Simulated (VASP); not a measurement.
# CdS (Fm-3m) in VASP: elastic constants with PBEsol

Aim: the elastic constants of CdS with PBEsol.

All numbers are computed with VASP 6.6.1; they aren't measurements. Logs are shortened: lines on timing, memory, paths and dates and some standing lists are left out, and cuts for length are marked.

## (1) The cell of the first run

The structure is cubic, space group Fm-3m (No. 225). Conventional cell: a = 5.229 Å, b = 5.229 Å, c = 5.229 Å, α = 90.00°, β = 90.00°, γ = 90.00°. Cd (site symmetry m-3m) has 6 S at 2.61 Å within 3.4 Å. Within 3.4 Å of S (site symmetry m-3m) lie 6 Cd at 2.61 Å.

## (2) Elastic constants, PBEsol

Input file INCAR:

```
SYSTEM = CdS
  PREC = Accurate
  ENCUT = 600
  EDIFF = 1E-8
  ISMEAR = -1
  SIGMA = 0.1
  LREAL = .FALSE.
  LASPH = .TRUE.
  NELM = 80
  ALGO = Normal
  ISIF = 3
  LWAVE = .FALSE.
  LCHARG = .FALSE.
  GGA = PS
  IBRION = 6
  NFREE = 2
  POTIM = 0.015
  NSW = 1
```

Input file KPOINTS:

```
regular mesh
0
G
  16 16 16
  0 0 0
```

Input file POSCAR:

```
CdS
1.0
    0.0000000000      2.6143035968      2.6143035968
    2.6143035968      0.0000000000      2.6143035968
    2.6143035968      2.6143035968      0.0000000000
Cd S
1 1
Direct
    0.0000000000      0.0000000000      0.0000000000
    0.5000000000      0.5000000000      0.5000000000
```

Potentials or basis: VASP PAW PBE potentials, release 64 (Cd, S).

Command:

```sh
cat potpaw_PBE.64/Cd/POTCAR potpaw_PBE.64/S/POTCAR > POTCAR
mpirun -np 1 vasp_std > vasp.out
```

OUTCAR:

```text
SYSTEM = CdS
   PREC = Accurate
   ENCUT = 600
   EDIFF = 1E-8
   ISMEAR = -1
   LREAL = .FALSE.
   LASPH = .TRUE.
   NELM = 80
   ISIF = 3
   GGA = PS
   IBRION = 6
   NFREE = 2
   POTIM = 0.015
   NSW = 1

 ion  position               nearest neighbor table
   1  0.000  0.000  0.000-   2 2.61   2 2.61   2 2.61   2 2.61   2 2.61   2 2.61
   2  0.500  0.500  0.500-   1 2.61   1 2.61   1 2.61   1 2.61   1 2.61   1 2.61

  LATTYP: Found a face centered cubic cell.
 ALAT       =     5.2286071936

  Lattice vectors:

 A1 = (   0.0000000000,   2.6143035968,   2.6143035968)
 A2 = (   2.6143035968,   0.0000000000,   2.6143035968)
 A3 = (   2.6143035968,   2.6143035968,   0.0000000000)

Analysis of symmetry for initial positions (statically):
=====================================================================
 Subroutine PRICEL returns:
 Original cell was already a primitive cell.

 Routine SETGRP: Setting up the symmetry group for a
 face centered cubic supercell.

 Subroutine GETGRP returns: Found 48 space group operations
 (whereof 48 operations were pure point group operations)
 out of a pool of 48 trial point group operations.

The static configuration has the point symmetry O_h .

Analysis of symmetry for dynamics (positions and initial velocities):
=====================================================================
 Subroutine PRICEL returns:
 Original cell was already a primitive cell.

 Routine SETGRP: Setting up the symmetry group for a
 face centered cubic supercell.

 Subroutine GETGRP returns: Found 48 space group operations
 (whereof 48 operations were pure point group operations)
 out of a pool of 48 trial point group operations.

The dynamic configuration has the point symmetry O_h .

 Subroutine INISYM returns: Found 48 space group operations
 (whereof 48 operations are pure point group operations),
 and found     1 'primitive' translations

----------------------------------------------------------------------------------------

                                     Primitive cell

  volume of cell :      35.7354

  direct lattice vectors                    reciprocal lattice vectors
     0.000000000  2.614303597  2.614303597    -0.191255522  0.191255522  0.191255522
     2.614303597  0.000000000  2.614303597     0.191255522 -0.191255522  0.191255522
     2.614303597  2.614303597  0.000000000     0.191255522  0.191255522 -0.191255522

  length of vectors
     3.697183603  3.697183603  3.697183603     0.331264282  0.331264282  0.331264282

  position of ions in fractional coordinates (direct lattice)
     0.000000000  0.000000000  0.000000000
     0.500000000  0.500000000  0.500000000

  ion indices of the primitive-cell ions
   primitive index   ion index
                 1           1
                 2           2

----------------------------------------------------------------------------------------

 KPOINTS: regular mesh

Automatic generation of k-mesh.
 Grid dimensions read from file:
 generate k-points for:   16   16   16

 Generating k-lattice:

  Cartesian coordinates                     Fractional coordinates (reciprocal lattice)
    -0.011953470  0.011953470  0.011953470     0.062500000  0.000000000  0.000000000
     0.011953470 -0.011953470  0.011953470     0.000000000  0.062500000  0.000000000
     0.011953470  0.011953470 -0.011953470     0.000000000  0.000000000  0.062500000

  Length of vectors
[... 111 lines left out ...]
  -------------------------------------------------------------------------------------
  Total        2.4127960      2.4127960      2.4127960      0.0000000     -0.0000000      0.0000000
  in kB      108.1765509    108.1765509    108.1765509      0.0000000     -0.0000000      0.0000000
  external PRESSURE =     108.1765509 kB  Pullay stress =       0.0000000 kB
[... 89 lines left out ...]
  FREE ENERGIE OF THE ION-ELECTRON SYSTEM (eV)
  ---------------------------------------------------
  free  energy   TOTEN  =        -6.4883013115 eV

  energy  without entropy=       -6.4839805257  energy(sigma->0) =       -6.48614092

[... ionic steps 4 to 14 ...]

--------------------------------------- Ionic step       15  -------------------------------------------

 number of electron      18.0000001 magnetization

------------------------ aborting loop because EDIFF is reached ----------------------------------------
[... 67 lines left out ...]
--------------------------------------- Ionic step       17  -------------------------------------------

 number of electron      18.0000002 magnetization

 Free energy of the ion-electron system (eV)
  ---------------------------------------------------
  ext. energy  EPLUGINS =         0.00000000
  ---------------------------------------------------
  free energy    TOTEN  =        -6.53038414 eV

  energy without entropy =       -6.52611735  energy(sigma->0) =       -6.52825074

 E-fermi :   4.5490     XC(G=0): -11.2885

 val. band max:        4.3663175441   @ k =   0.0000   0.5000   0.5000
 cond. band min:       4.5643162992   @ k =   0.4375   0.4375   0.0000
 fundamental gap:      0.1979987551
 Fermi energy:         4.5490088157

 k-point     1 :       0.0000    0.0000    0.0000
  band No.  band energies     occupation
      1      -9.6291      2.00000
      2      -3.7172      2.00000
      3      -3.7164      2.00000
      4      -3.7130      2.00000
      5      -3.7130      2.00000
      6      -3.7127      2.00000
      7       3.1928      2.00000
      8       3.1928      2.00000
      9       3.1930      2.00000
     10       5.7305      0.00001
     11      13.4409      0.00000
     12      13.4409      0.00000
     13      13.4411      0.00000
[... 354 lines left out ...]
  band No.  band energies     occupation
      1      -9.5141      2.00000
      2      -3.7801      2.00000
      3      -3.7530      2.00000
      4      -3.7303      2.00000
      5      -3.6947      2.00000
      6      -3.6730      2.00000
      7       2.4137      2.00000
      8       3.0853      2.00000
      9       3.3871      1.99998
     10       6.5925      0.00000
     11      12.5259      0.00000
     12      13.1061      0.00000
     13      13.5356      0.00000

 [... further k-points ...]

------------------------ aborting loop because EDIFF is reached ----------------------------------------

  FORCE on cell =-STRESS in cart. coord.  units (eV):
  Direction    XX          YY          ZZ          XY          YZ          ZX
  --------------------------------------------------------------------------------------
  -------------------------------------------------------------------------------------
  Total        2.4207759      2.4118548      2.4118548      0.0000000      0.0000000      0.0000000
  in kB      108.5343246    108.1343509    108.1343509      0.0000000      0.0000000      0.0000000
  external PRESSURE =     108.2676755 kB  Pullay stress =       0.0000000 kB
[... 17 lines left out ...]
  FREE ENERGIE OF THE ION-ELECTRON SYSTEM (eV)
  ---------------------------------------------------
  free  energy   TOTEN  =        -6.5303841412 eV

  energy  without entropy=       -6.5261173453  energy(sigma->0) =       -6.52825074

 INTERNAL STRAIN TENSORS FROM STRAINED CELLS
 ============================================

 INTERNAL STRAIN TENSOR FOR ION    1 for displacements in x,y,z  (eV/Angst):
          X           Y           Z          XY          YZ          ZX
  --------------------------------------------------------------------------------
  x    -0.00000     0.00000     0.00000    -0.00000     0.00000     0.00000
  y    -0.00000     0.00000    -0.00000     0.00000     0.00000     0.00000
  z     0.00000     0.00000    -0.00000     0.00000     0.00000    -0.00000

 INTERNAL STRAIN TENSORS FROM DISPLACED ATOMS
 ============================================

 INTERNAL STRAIN TENSOR FOR ION    1 for displacements in x,y,z  (eV/Angst):
          X           Y           Z          XY          YZ          ZX
  --------------------------------------------------------------------------------
  x     0.00000     0.00000     0.00000     0.00000     0.00000     0.00000
  y     0.00000     0.00000     0.00000     0.00000     0.00000     0.00000
  z     0.00000     0.00000     0.00000     0.00000     0.00000     0.00000

 INTERNAL STRAIN TENSOR FOR ION    2 for displacements in x,y,z  (eV/Angst):
          X           Y           Z          XY          YZ          ZX
  --------------------------------------------------------------------------------
  x     0.00000     0.00000     0.00000     0.00000     0.00000     0.00000
  y     0.00000     0.00000     0.00000     0.00000     0.00000     0.00000
  z     0.00000     0.00000     0.00000     0.00000     0.00000     0.00000

 Eigenvectors and eigenvalues of the dynamical matrix
 ----------------------------------------------------

   1 f  =    6.122947 THz    38.471613 2PiTHz  204.239541 cm-1    25.322464 meV
             X         Y         Z           dx          dy          dz
      0.000000  0.000000  0.000000     0.000000    0.471832    0.000000
      2.614304  2.614304  2.614304     0.000000   -0.881688    0.000000
[... 21 lines left out ...]
   6 f/i=    0.005008 THz     0.031468 2PiTHz    0.167056 cm-1     0.020712 meV
             X         Y         Z           dx          dy          dz
      0.000000  0.000000  0.000000     0.000000    0.000000    0.881688
      2.614304  2.614304  2.614304     0.000000    0.000000    0.471832

--------------------------------------------------------------------------------------------------------

 ELASTIC MODULI CONTR FROM IONIC RELAXATION (kBar)
 Direction    XX          YY          ZZ          XY          YZ          ZX
 --------------------------------------------------------------------------------
 XX           0.0000      0.0000      0.0000      0.0000      0.0000      0.0000
 YY           0.0000      0.0000      0.0000      0.0000      0.0000      0.0000
 ZZ           0.0000      0.0000      0.0000      0.0000      0.0000      0.0000
 XY           0.0000      0.0000      0.0000      0.0000      0.0000      0.0000
 YZ           0.0000      0.0000      0.0000      0.0000      0.0000      0.0000
 ZX           0.0000      0.0000      0.0000      0.0000      0.0000      0.0000
 --------------------------------------------------------------------------------

 TOTAL ELASTIC MODULI (kBar)
 Direction    XX          YY          ZZ          XY          YZ          ZX
 --------------------------------------------------------------------------------
 XX        2287.1721    683.4367    683.4367      0.0000      0.0000     -0.0000
 YY         683.4367   2287.1721    683.4367      0.0000     -0.0000      0.0000
 ZZ         683.4367    683.4367   2287.1721      0.0000      0.0000      0.0000
 XY           0.0000      0.0000      0.0000    338.1707      0.0000     -0.0000
 YZ           0.0000     -0.0000      0.0000      0.0000    338.1707     -0.0000
 ZX          -0.0000      0.0000      0.0000     -0.0000     -0.0000    338.1707
 --------------------------------------------------------------------------------
```

Run time: 1.5 h. Hardware: 1 thread of Intel Xeon 8259CL, shared host; peak memory 1.1 GiB.

Results:

```yaml
Elastic_constants_C11_C12_C44: 229, 68, 34 GPa
Voigt_bulk_modulus: 122 GPa
Highest_phonon_frequency_at_Γ_LO-TO_splitting_left_out: 204 cm⁻¹
```

Phonon frequencies in cm⁻¹ (negative: imaginary):
```csv
q point,frequencies
"(0.000, 0.000, 0.000)",0 0 0 204 204 204
```

Elastic tensor in Voigt notation (GPa, in the Cartesian axes of the cell as first typed):
```
229  68  68   0   0   0
 68 229  68   0   0   0
 68  68 229   0   0   0
  0   0   0  34   0   0
  0   0   0   0  34   0
  0   0   0   0   0  34
```

Clamped-ion elastic tensor (GPa):
```
229  68  68   0   0   0
 68 229  68   0   0   0
 68  68 229   0   0   0
  0   0   0  34   0   0
  0   0   0   0  34   0
  0   0   0   0   0  34
```

Caveat: the cell is under stress, which shifts elastic constants; the PAW data sets were made with another functional, which shifts forces and pressure a little.
